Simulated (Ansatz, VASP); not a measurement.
## MgO in VASP and in Ansatz

File INCAR:

```
SYSTEM = MgO
PREC = Accurate ; ENCUT = 520
EDIFF = 1E-7 ; ISMEAR = 0
SIGMA = 0.02 ; LREAL = .False.
LASPH = .True. ; NELM = 100
ALGO = Normal ; ISIF = 2
LWAVE = .False. ; LCHARG = .True.
GGA = PE ; LELF = .True.
LVHAR = .True. ; NBANDS = 16
```

The input KPOINTS:

```
regular mesh
0
Gamma
  9 9 6
  0 0 0
```

POSCAR

```
MgO
1.0
    3.2851617235      0.0000000000      0.0000000000
   -1.6425808618      2.8450335081      0.0000000000
    0.0000000000      0.0000000000      4.9487987594
Mg O
2 2
Direct
    0.3333333300      0.6666666700      0.0021597400
    0.6666666700      0.3333333300      0.5021597400
    0.3333333300      0.6666666700      0.4024402600
    0.6666666700      0.3333333300      0.9024402600
```

Input for Ansatz:

```yaml
crystal:
  lattice:
    - [3.2851617235, 0.0, 0.0]
    - [-1.6425808618, 2.8450335081, 0.0]
    - [0.0, 0.0, 4.9487987594]
  atoms:
    - { symbol: Mg, position: [0.33333333, 0.66666667, 0.00215974] }
    - { symbol: Mg, position: [0.66666667, 0.33333333, 0.50215974] }
    - { symbol: O, position: [0.33333333, 0.66666667, 0.40244026] }
    - { symbol: O, position: [0.66666667, 0.33333333, 0.90244026] }
basis:
  ecutwfc: 420
kpoints:
  mp_grid: { grid: [9, 9, 6] }
hamiltonian:
  xc: pbe
scf:
  occupations: { method: gaussian, width: 0.02 }
output:
  forces: true
  stress: true
  eigenvalues: true
  populations: true
```

Alike in both runs: task single point; functional PBE; k mesh 9 × 9 × 6; occupations gaussian, width 0.02 eV; no spin polarisation.

|  | VASP | Ansatz |
| --- | --- | --- |
| version | VASP 6.6.1 | Ansatz 0.2.0 |
| potentials or method | VASP PAW PBE potentials, release 64 (Mg, O), cutoff 520 eV | scalar-relativistic, plane waves, PAW |
| valence electrons in the cell | 16 | 32 |

Ansatz gave:

```
gap on the k mesh at the Fermi level (eV)                     : 3.59
least direct gap on the mesh (eV)                             : 3.59
pressure (GPa)                                                : 6.1
traceless stress, the component that is largest in VASP (GPa) : -0.15
rms of the force components (eV/Å)                            : 0.007
```

Question: Estimate VASP's values.

Answer: gap on the k mesh at the Fermi level (eV): 3.58; least direct gap on the mesh (eV): 3.58; pressure (GPa): 5.7; traceless stress, the component that is largest in VASP (GPa): -0.12; rms of the force components (eV/Å): 0.007.

Atom by atom the forces differ by 0.000 eV/Å (rms over components). VASP's potentials hold 16 valence electrons a cell and Ansatz's 32, so a difference there can come from the potentials and not from the codes.
